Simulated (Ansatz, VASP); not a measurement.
# SiC in VASP and in Ansatz

Contents of INCAR:

```
PREC = Accurate
ENCUT = 520
EDIFF = 1E-6
ISMEAR = 0
SIGMA = 0.03
LREAL = F
LASPH = T
NELM = 120
ALGO = Normal
ISIF = 2
LWAVE = F
LCHARG = F
LDIPOL = T
IDIPOL = 3
DIPOL = 0.5 0.5 0.500
GGA = PE
NBANDS = 11
GGA_COMPAT = F
NELMDL = -8
```

The input KPOINTS:

```
regular mesh
0
Gamma
  12 12 1
```

POSCAR

```
SiC
1.0
    3.0776866861      0.0000000000      0.0000000000
   -1.5388433431      2.6653548551      0.0000000000
    0.0000000000      0.0000000000     16.0000000000
Si C
1 1
Direct
    0.3333333333      0.6666666667      0.5000000000
    0.6666666667      0.3333333333      0.5000000000
```

Input for Ansatz:

```yaml
crystal:
  lattice:
    - [3.0776866861, 0.0, 0.0]
    - [-1.5388433431, 2.6653548551, 0.0]
    - [0.0, 0.0, 16.0]
  atoms:
    - { symbol: Si, position: [0.3333333333, 0.6666666667, 0.5] }
    - { symbol: C, position: [0.6666666667, 0.3333333333, 0.5] }
basis:
  ecutwfc: 420
kpoints:
  mp_grid: { grid: [12, 12, 1] }
hamiltonian:
  xc: pbe
  pseudopotentials: { kind: paw, azcp: { folder: soft_1 } }
scf:
  occupations: { method: gaussian, width: 0.03 }
  n_extra_bands: 6
  max_iter: 160
output:
  forces: true
  eigenvalues: true
  write_density: true
  write_potential: true
  elf: true
  volumetric_format: npy
efield:
  axis: 3
  dipole_correction: true
```

Alike in both runs: task single point; functional PBE; k mesh 12 × 12 × 1; occupations gaussian, width 0.03 eV; no spin polarisation.

```csv
,VASP,Ansatz
version,VASP 6.6.1,Ansatz 0.2.0
potentials or method,"VASP PAW PBE potentials, release 64 (Si, C), cutoff 520 eV","scalar-relativistic, plane waves, PAW"
valence electrons in the cell,8,8
```

Ansatz gave:

| Item | Value |
| --- | --- |
| gap on the k mesh at the Fermi level (eV) | 2.58 |
| least direct gap on the mesh (eV) | 2.62 |

Question: What did VASP give for the same quantities?

Answer: gap on the k mesh at the Fermi level (eV): 2.57; least direct gap on the mesh (eV): 2.61.
